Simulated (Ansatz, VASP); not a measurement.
# Two plane-wave programs on BN

Contents of INCAR:

```
SYSTEM = BN
PREC = Accurate
ENCUT = 600
EDIFF = 1E-6
ISMEAR = 1
SIGMA = 0.061
LREAL = .False.
LASPH = .True.
NELM = 120
ALGO = Normal
ISIF = 2
LWAVE = .False.
LCHARG = .False.
GGA = PE
NBANDS = 16
GGA_COMPAT = .False.
```

File KPOINTS:

```
regular mesh
0
Gamma
  6 6 4
  0 0 0
```

Contents of POSCAR:

```
BN
1.0
    2.5324769097      0.0000000000      0.0000000000
   -1.2662384549      2.1931893382      0.0000000000
    0.0000000000      0.0000000000      4.1913335307
B N
2 2
Direct
    0.6666666667      0.3333333333      0.9997240000
    0.3333333333      0.6666666667      0.4997240000
    0.6666666667      0.3333333333      0.6252760000
    0.3333333333      0.6666666667      0.1252760000
```

Input for Ansatz:

```yaml
crystal:
  lattice:
    - [2.5324769097, 0.0, 0.0]
    - [-1.2662384549, 2.1931893382, 0.0]
    - [0.0, 0.0, 4.1913335307]
  atoms:
    - { symbol: B, position: [0.6666666667, 0.3333333333, 0.999724] }
    - { symbol: B, position: [0.3333333333, 0.6666666667, 0.499724] }
    - { symbol: "N", position: [0.6666666667, 0.3333333333, 0.625276] }
    - { symbol: "N", position: [0.3333333333, 0.6666666667, 0.125276] }
basis:
  ecutwfc: 420
kpoints:
  mp_grid: { grid: [6, 6, 4] }
hamiltonian:
  xc: pbe
scf:
  occupations: { method: cold, width: 0.061 }
output:
  forces: true
  stress: true
  eigenvalues: true
```

Alike in both runs: task single point; functional PBE; k mesh 6 × 6 × 4; no spin polarisation.

|  | VASP | Ansatz |
| --- | --- | --- |
| version | VASP 6.6.1 | Ansatz 0.2.0 |
| potentials or method | VASP PAW PBE potentials, release 64 (B, N), cutoff 600 eV | scalar-relativistic, plane waves, PAW |
| occupations | methfessel-paxton of order 1, width 0.061 eV | cold, width 0.061 eV |
| valence electrons in the cell | 16 | 16 |

```csv
,VASP,Ansatz,Ansatz less VASP
gap on the k mesh at the Fermi level (eV),5.16,5.17,+0.019
least direct gap on the mesh (eV),8.39,8.40,+0.007
pressure (GPa),9.9,9.8,-0.03
"traceless stress, the component that is largest in VASP (GPa)",-0.53,-0.48,+0.049
```

The k mesh is coarse, so the values compare programs but aren't converged.
